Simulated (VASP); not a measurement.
Runs of VASP 6.6.1 on Ca5O. The structure is that of space group P6/mmm (No. 191), or close to it. The cells are those of the table. The cell was generated, and may not be a known phase.

```tsv
task	cell	k mesh	cutoff (eV)	gap on the mesh (eV)	pressure (GPa)	relaxed volume (Å³/atom)
single point	a = 6.813, b = 6.813, c = 6.505 Å, angles 90.0, 90.0, 120.0°, 6 atoms	6 × 6 × 6	520	none	0.0	-
relaxation of cell and atoms	relaxed from a = 5.917, b = 5.917, c = 4.591 Å, angles 90.0, 90.0, 120.0°, 6 atoms	3 × 3 × 4	600	none	0.0	41.62
single point	a = 5.917, b = 5.917, c = 4.591 Å, angles 90.0, 90.0, 120.0°, 6 atoms	3 × 3 × 4	520	none	19.8	-
single point	a = 6.794, b = 6.794, c = 6.484 Å, angles 90.0, 90.0, 120.0°, 6 atoms	3 × 3 × 4	520	none	0.1	-
relaxation of cell and atoms	relaxed from a = 6.794, b = 6.794, c = 6.484 Å, angles 90.0, 90.0, 120.0°, 6 atoms	6 × 6 × 6	600	none	0.0	(a)
```

Alike in all rows: level PBE; potentials or basis VASP PAW PBE potentials, release 64 (Ca_sv, O); no spin polarisation; smearing gaussian 0.1 eV.

**Question.** Fill in the values left out.

**Answer.** (a) 43.63.

Caveats: some runs use coarse meshes; semilocal functionals underestimate gaps, and a narrow one can read as zero; the volume moved by over 15 % at a fixed basis, so the end points are rough (at least some runs).

A gap of «none» marks levels without a gap at the run's occupations.
